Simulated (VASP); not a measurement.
# TiC in VASP: notebook

The runs below take TiC through electric field gradients, with PBE.

Program: VASP 6.6.1. These are calculated values, not measurements. Logs are shortened: lines on timing, memory, paths and dates and some standing lists are left out, and cuts for length are marked.

### Step 1. The cell of the first run

The structure is cubic, space group Fm-3m (No. 225). Conventional cell: a = 4.357 Å, b = 4.357 Å, c = 4.357 Å, α = 90.00°, β = 90.00°, γ = 90.00°. Within 2.9 Å of Ti (site symmetry m-3m) lie 6 C at 2.18 Å. C (site symmetry m-3m) has 6 Ti at 2.18 Å within 2.9 Å.

### Step 2. Electric field gradients, PBE (volume scaled by 1.02)

File INCAR:

```
SYSTEM = TiC
PREC = Accurate
ENCUT = 520
EDIFF = 1E-8
ISMEAR = -1
SIGMA = 0.03
LREAL = .FALSE.
LASPH = .TRUE.
NELM = 60
ALGO = Normal
ISIF = 2
LWAVE = .FALSE.
LCHARG = .FALSE.
GGA = PE
LEFG = .TRUE.
NBANDS = 15
```

File KPOINTS:

```
Automatic mesh
0
G
  16 16 16
  0 0 0
```

File POSCAR:

```
TiC
1.0
    0.0000000000      2.1783315435      2.1783315435
    2.1783315435      0.0000000000      2.1783315435
    2.1783315435      2.1783315435      0.0000000000
Ti C
1 1
Direct
    0.0000000000      0.0000000000      0.0000000000
    0.5000000000      0.5000000000      0.5000000000
```

Potentials or basis: VASP PAW PBE potentials, release 64 (Ti_sv, C).

The run is started by

```sh
cat potpaw_PBE.64/Ti_sv/POTCAR potpaw_PBE.64/C/POTCAR > POTCAR
mpirun -np 1 vasp_std > vasp.out
```

OUTCAR:

```text
SYSTEM = TiC
   PREC = Accurate
   ENCUT = 520
   EDIFF = 1E-8
   ISMEAR = -1
   LREAL = .FALSE.
   LASPH = .TRUE.
   NELM = 60
   ISIF = 2
   GGA = PE

 ion  position               nearest neighbor table
   1  0.000  0.000  0.000-   2 2.18   2 2.18   2 2.18   2 2.18   2 2.18   2 2.18
   2  0.500  0.500  0.500-   1 2.18   1 2.18   1 2.18   1 2.18   1 2.18   1 2.18

  LATTYP: Found a face centered cubic cell.
 ALAT       =     4.3566630870

  Lattice vectors:

 A1 = (   0.0000000000,   2.1783315435,   2.1783315435)
 A2 = (   2.1783315435,   0.0000000000,   2.1783315435)
 A3 = (   2.1783315435,   2.1783315435,   0.0000000000)

Analysis of symmetry for initial positions (statically):
=====================================================================
 Subroutine PRICEL returns:
 Original cell was already a primitive cell.

 Routine SETGRP: Setting up the symmetry group for a
 face centered cubic supercell.

 Subroutine GETGRP returns: Found 48 space group operations
 (whereof 48 operations were pure point group operations)
 out of a pool of 48 trial point group operations.

The static configuration has the point symmetry O_h .

Analysis of symmetry for dynamics (positions and initial velocities):
=====================================================================
 Subroutine PRICEL returns:
 Original cell was already a primitive cell.

 Routine SETGRP: Setting up the symmetry group for a
 face centered cubic supercell.

 Subroutine GETGRP returns: Found 48 space group operations
 (whereof 48 operations were pure point group operations)
 out of a pool of 48 trial point group operations.

The dynamic configuration has the point symmetry O_h .

 Subroutine INISYM returns: Found 48 space group operations
 (whereof 48 operations are pure point group operations),
 and found     1 'primitive' translations

----------------------------------------------------------------------------------------

                                     Primitive cell

  volume of cell :      20.6729

  direct lattice vectors                    reciprocal lattice vectors
     0.000000000  2.178331544  2.178331544    -0.229533471  0.229533471  0.229533471
     2.178331544  0.000000000  2.178331544     0.229533471 -0.229533471  0.229533471
     2.178331544  2.178331544  0.000000000     0.229533471  0.229533471 -0.229533471

[... 135 lines left out ...]
 Fermi energy:         9.2016123993

 k-point     1 :       0.0000    0.0000    0.0000
  band No.  band energies     occupation
      1     -47.4311      2.00000
      2     -23.4639      2.00000
      3     -23.4639      2.00000
      4     -23.4639      2.00000
      5      -3.1060      2.00000
      6       9.8953      0.00000
      7       9.8953      0.00000
      8       9.8953      0.00000
      9      10.8640      0.00000
     10      10.8640      0.00000
     11      10.8640      0.00000
     12      10.8841      0.00000
     13      10.8841      0.00000
     14      19.4366      0.00000
[... 401 lines left out ...]
      2     -23.5075      2.00000
      3     -23.4760      2.00000
      4     -23.4650      2.00000
      5      -2.8780      2.00000
      6       8.9965      1.99786
      7       9.1802      1.34314
      8       9.1909      1.17627
      9      10.0033      0.00000
     10      10.5618      0.00000
     11      11.4408      0.00000
     12      11.9757      0.00000
     13      12.8256      0.00000
     14      19.8484      0.00000
     15      23.2187      0.00000

 [... further k-points ...]

------------------------ aborting loop because EDIFF is reached ----------------------------------------

  FORCE on cell =-STRESS in cart. coord.  units (eV):
  Direction    XX          YY          ZZ          XY          YZ          ZX
  --------------------------------------------------------------------------------------
  -------------------------------------------------------------------------------------
  Total       -0.4826085     -0.4826085     -0.4826085      0.0000000      0.0000000     -0.0000000
  in kB      -37.4027545    -37.4027545    -37.4027545      0.0000000      0.0000000     -0.0000000
  external PRESSURE =     -37.4027545 kB  Pullay stress =       0.0000000 kB

 VOLUME and BASIS-vectors are now :
 -----------------------------------------------------------------------------
  energy-cutoff  :      520.00
  volume of cell :       20.67
      direct lattice vectors                 reciprocal lattice vectors
     0.000000000  2.178331544  2.178331544    -0.229533471  0.229533471  0.229533471
     2.178331544  0.000000000  2.178331544     0.229533471 -0.229533471  0.229533471
     2.178331544  2.178331544  0.000000000     0.229533471  0.229533471 -0.229533471

 POSITION                                       TOTAL-FORCE (eV/Angst)
 -----------------------------------------------------------------------------------
      0.00000      0.00000      0.00000        -0.000000     -0.000000     -0.000000
      2.17833      2.17833      2.17833         0.000000      0.000000      0.000000
 -----------------------------------------------------------------------------------
    total drift:                                0.000000     -0.000000     -0.000000

  FREE ENERGIE OF THE ION-ELECTRON SYSTEM (eV)
  ---------------------------------------------------
  free  energy   TOTEN  =       -18.7054799595 eV

  energy  without entropy=      -18.7041072840  energy(sigma->0) =      -18.70479362

 Electric field gradients (V/A^2)
---------------------------------------------------------------------
 ion       V_xx      V_yy      V_zz      V_xy      V_xz      V_yz
---------------------------------------------------------------------
   1      -0.000    -0.000     0.000    -0.000    -0.000    -0.000
   2       0.000    -0.000    -0.000     0.000     0.000     0.000
---------------------------------------------------------------------

 Electric field gradients after diagonalization (V/A^2)
 (convention: |V_zz| > |V_xx| > |V_yy|)
----------------------------------------------------------------------
 ion       V_xx      V_yy      V_zz     asymmetry (V_yy - V_xx)/ V_zz
----------------------------------------------------------------------
   1       0.000     0.000    -0.000       0.000
   2      -0.000    -0.000     0.000       0.000
----------------------------------------------------------------------

           NMR quadrupolar parameters

 Cq : quadrupolar parameter    Cq=e*Q*V_zz/h
 eta: asymmetry parameters     (V_yy - V_xx)/ V_zz
 Q  : nuclear electric quadrupole moment in mb (millibarn)
----------------------------------------------------------------------
 ion       Cq(MHz)       eta       Q (mb)
----------------------------------------------------------------------
   1      -0.000       0.000       1.000
   2       0.000       0.000       1.000
----------------------------------------------------------------------
```

OSZICAR:

```text
N       E                     dE             d eps       ncg     rms          rms(c)
DAV:   1     0.120201552171E+03    0.12020E+03   -0.79785E+03  4364   0.128E+03
DAV:   2    -0.166541749739E+02   -0.13686E+03   -0.12845E+03  4707   0.336E+02
DAV:   3    -0.241266331122E+02   -0.74725E+01   -0.73679E+01  5681   0.780E+01
DAV:   4    -0.243601487939E+02   -0.23352E+00   -0.23336E+00  5426   0.127E+01
DAV:   5    -0.243655288842E+02   -0.53801E-02   -0.53797E-02  5635   0.170E+00    0.179E+01
DAV:   6    -0.193747259110E+02    0.49908E+01   -0.11983E+01  6197   0.561E+01    0.707E+00
DAV:   7    -0.187481882882E+02    0.62654E+00   -0.22677E+00  5112   0.212E+01    0.478E+00
DAV:   8    -0.187267009505E+02    0.21487E-01   -0.11002E-01  4924   0.324E+00    0.358E+00
DAV:   9    -0.187092678018E+02    0.17433E-01   -0.11167E-01  5889   0.485E+00    0.749E-01
DAV:  10    -0.187082652593E+02    0.10025E-02   -0.13048E-02  5619   0.132E+00    0.669E-01
DAV:  11    -0.187058772689E+02    0.23880E-02   -0.28244E-03  5022   0.779E-01    0.266E-01
DAV:  12    -0.187055018887E+02    0.37538E-03   -0.65818E-04  5773   0.422E-01    0.504E-02
DAV:  13    -0.187054794735E+02    0.22415E-04   -0.70581E-05  5001   0.108E-01    0.132E-02
DAV:  14    -0.187054802963E+02   -0.82286E-06   -0.57912E-06  5288   0.185E-02    0.421E-03
DAV:  15    -0.187054799666E+02    0.32972E-06   -0.10218E-06  4987   0.156E-02    0.245E-03
DAV:  16    -0.187054799796E+02   -0.12936E-07   -0.93758E-08  5193   0.455E-03    0.853E-04
DAV:  17    -0.187054799564E+02    0.23178E-07   -0.13469E-08  4175   0.220E-03    0.295E-04
DAV:  18    -0.187054799595E+02   -0.31523E-08   -0.27311E-09  2574   0.550E-04
   1 F= -.18705480E+02 E0= -.18704794E+02  d E =-.137268E-02
```

Wall time 26 s (1 thread of Intel Xeon Platinum 8559C (Emerald Rapids), shared host); peak memory 0.17 GiB.

What came out:

| Quantity | Value |
| --- | --- |
| Free energy | -18.7055 eV |
| Pressure | -3.7 GPa |
| Band gap on the k mesh | zero (band 8 reaches 9.90 eV, above the bottom of band 9 at 8.81 eV) |

Levels at points of the mesh, in eV from the Fermi level:
| k point | band 6 | band 7 | band 8 | band 9 | band 10 | band 11 |
| --- | --- | --- | --- | --- | --- | --- |
| (0.00, 0.00, 0.00) | 0.69 | 0.69 | 0.69 | 1.66 | 1.66 | 1.66 |
| (0.50, 0.00, 0.00) | -5.75 | -2.83 | -2.83 | 2.85 | 2.85 | 4.00 |
| (0.50, 0.50, 0.00) | -3.41 | -1.56 | -0.04 | -0.04 | 2.65 | 3.44 |

Caveat: without QUAD_EFG the Cq values of the log hold for a quadrupole moment of 1 mb, not for the nuclei.

### Step 3. Electric field gradients, PBE (zz strain of +1 %)

File INCAR:

```
PREC = Accurate
ENCUT = 520
EDIFF = 1E-8
ISMEAR = -1
SIGMA = 0.03
LREAL = False
LASPH = True
NELM = 80
ALGO = Normal
ISIF = 2
LWAVE = False
LCHARG = False
GGA = PE
LEFG = True
NBANDS = 15
```

File KPOINTS:

```
regular mesh
0
Gamma
  16 16 16
```

File POSCAR:

```
TiC
1.0
    0.0000000000      2.1640000000      2.1856400000
    2.1640000000      0.0000000000      2.1856400000
    2.1640000000      2.1640000000      0.0000000000
Ti C
1 1
Direct
    0.0000000000      0.0000000000      0.0000000000
    0.5000000000      0.5000000000      0.5000000000
```

Potentials or basis: VASP PAW PBE potentials, release 64 (Ti_sv, C).

The run is started by

```sh
cat potpaw_PBE.64/Ti_sv/POTCAR potpaw_PBE.64/C/POTCAR > POTCAR
mpirun -np 1 vasp_std > vasp.out
```

OUTCAR:

```text
PREC = Accurate
   ENCUT = 520
   EDIFF = 1E-8
   ISMEAR = -1
   LREAL = False
   LASPH = True
   NELM = 80
   ISIF = 2
   GGA = PE

 ion  position               nearest neighbor table
   1  0.000  0.000  0.000-   2 2.16   2 2.16   2 2.16   2 2.16   2 2.19   2 2.19
   2  0.500  0.500  0.500-   1 2.16   1 2.16   1 2.16   1 2.16   1 2.19   1 2.19

  LATTYP: Found a body centered tetragonal cell.
 ALAT       =     3.0603581490
 C/A-ratio  =     1.4283556980

  Lattice vectors:

 A1 = (  -2.1640000000,   0.0000000000,   2.1856400000)
 A2 = (   2.1640000000,   0.0000000000,   2.1856400000)
 A3 = (   0.0000000000,   2.1640000000,  -2.1856400000)

Analysis of symmetry for initial positions (statically):
=====================================================================
 Subroutine PRICEL returns:
 Original cell was already a primitive cell.

[... 621 lines left out ...]
  energy-cutoff  :      520.00
  volume of cell :       20.47
      direct lattice vectors                 reciprocal lattice vectors
     0.000000000  2.164000000  2.185640000    -0.231053604  0.231053604  0.228765945
     2.164000000  0.000000000  2.185640000     0.231053604 -0.231053604  0.228765945
     2.164000000  2.164000000  0.000000000     0.231053604  0.231053604 -0.228765945

 POSITION                                       TOTAL-FORCE (eV/Angst)
 -----------------------------------------------------------------------------------
      0.00000      0.00000      0.00000         0.000000      0.000000     -0.000000
      2.16400      2.16400      2.18564        -0.000000     -0.000000      0.000000
 -----------------------------------------------------------------------------------
    total drift:                                0.000000     -0.000000     -0.000000

  FREE ENERGIE OF THE ION-ELECTRON SYSTEM (eV)
  ---------------------------------------------------
  free  energy   TOTEN  =       -18.7071371181 eV

  energy  without entropy=      -18.7058707445  energy(sigma->0) =      -18.70650393

 Electric field gradients (V/A^2)
---------------------------------------------------------------------
 ion       V_xx      V_yy      V_zz      V_xy      V_xz      V_yz
---------------------------------------------------------------------
   1      -3.877    -3.877     7.753     0.000     0.000     0.000
   2      -0.595    -0.595     1.189     0.000     0.000     0.000
---------------------------------------------------------------------

 Electric field gradients after diagonalization (V/A^2)
 (convention: |V_zz| > |V_xx| > |V_yy|)
----------------------------------------------------------------------
 ion       V_xx      V_yy      V_zz     asymmetry (V_yy - V_xx)/ V_zz
----------------------------------------------------------------------
   1      -3.877    -3.876     7.753       0.000
   2      -0.595    -0.595     1.189       0.000
----------------------------------------------------------------------

           NMR quadrupolar parameters

 Cq : quadrupolar parameter    Cq=e*Q*V_zz/h
 eta: asymmetry parameters     (V_yy - V_xx)/ V_zz
 Q  : nuclear electric quadrupole moment in mb (millibarn)
----------------------------------------------------------------------
 ion       Cq(MHz)       eta       Q (mb)
----------------------------------------------------------------------
   1       0.019       0.000       1.000
   2       0.003       0.000       1.000
----------------------------------------------------------------------
```

OSZICAR:

```text
N       E                     dE             d eps       ncg     rms          rms(c)
DAV:   1     0.116527587259E+03    0.11653E+03   -0.80709E+03 10492   0.128E+03
DAV:   2    -0.167445749281E+02   -0.13327E+03   -0.12486E+03 11282   0.333E+02
DAV:   3    -0.240995886501E+02   -0.73550E+01   -0.72394E+01 13596   0.771E+01
DAV:   4    -0.243347898447E+02   -0.23520E+00   -0.23502E+00 12975   0.128E+01
DAV:   5    -0.243405485285E+02   -0.57587E-02   -0.57563E-02 13732   0.179E+00    0.181E+01
DAV:   6    -0.193481746832E+02    0.49924E+01   -0.11886E+01 14945   0.562E+01    0.699E+00
DAV:   7    -0.187456858095E+02    0.60249E+00   -0.22152E+00 12265   0.210E+01    0.485E+00
DAV:   8    -0.187234867644E+02    0.22199E-01   -0.11020E-01 11910   0.333E+00    0.352E+00
DAV:   9    -0.187108493496E+02    0.12637E-01   -0.10516E-01 14284   0.461E+00    0.746E-01
DAV:  10    -0.187095596980E+02    0.12897E-02   -0.12594E-02 13921   0.138E+00    0.655E-01
DAV:  11    -0.187073990595E+02    0.21606E-02   -0.28364E-03 12032   0.759E-01    0.231E-01
DAV:  12    -0.187071521613E+02    0.24690E-03   -0.44661E-04 14652   0.322E-01    0.457E-02
DAV:  13    -0.187071366976E+02    0.15464E-04   -0.59474E-05 12397   0.857E-02    0.604E-03
DAV:  14    -0.187071373550E+02   -0.65735E-06   -0.25553E-06 11982   0.145E-02    0.354E-03
DAV:  15    -0.187071371675E+02    0.18752E-06   -0.59541E-07 12381   0.130E-02    0.300E-03
DAV:  16    -0.187071371216E+02    0.45843E-07   -0.69847E-08 12397   0.429E-03    0.491E-04
DAV:  17    -0.187071371181E+02    0.35550E-08   -0.46651E-09  7764   0.125E-03
   1 F= -.18707137E+02 E0= -.18706504E+02  d E =-.126637E-02
```

Run time: 48 s. Hardware: 1 thread of Intel Xeon 6975P-C (Granite Rapids), shared host; peak memory 0.22 GiB.

What came out:

```yaml
Free_energy: -18.7071 eV
Pressure: -1.3 GPa
Band_gap_on_the_k_mesh: zero (band 8 reaches 10.04 eV, above the bottom of band 9 at 8.89 eV)
```

Electric field gradients, principal values (V/Å²):
```tsv
atom	least	middle	greatest (by size)
1 Ti	-3.876	-3.877	7.753
2 C	-0.595	-0.595	1.189
```

Caveat: the cell differs from its parent crystal (zz strain of +1 %); without QUAD_EFG the Cq values of the log hold for a quadrupole moment of 1 mb, not for the nuclei.

(Continued in part 2 of 2.)
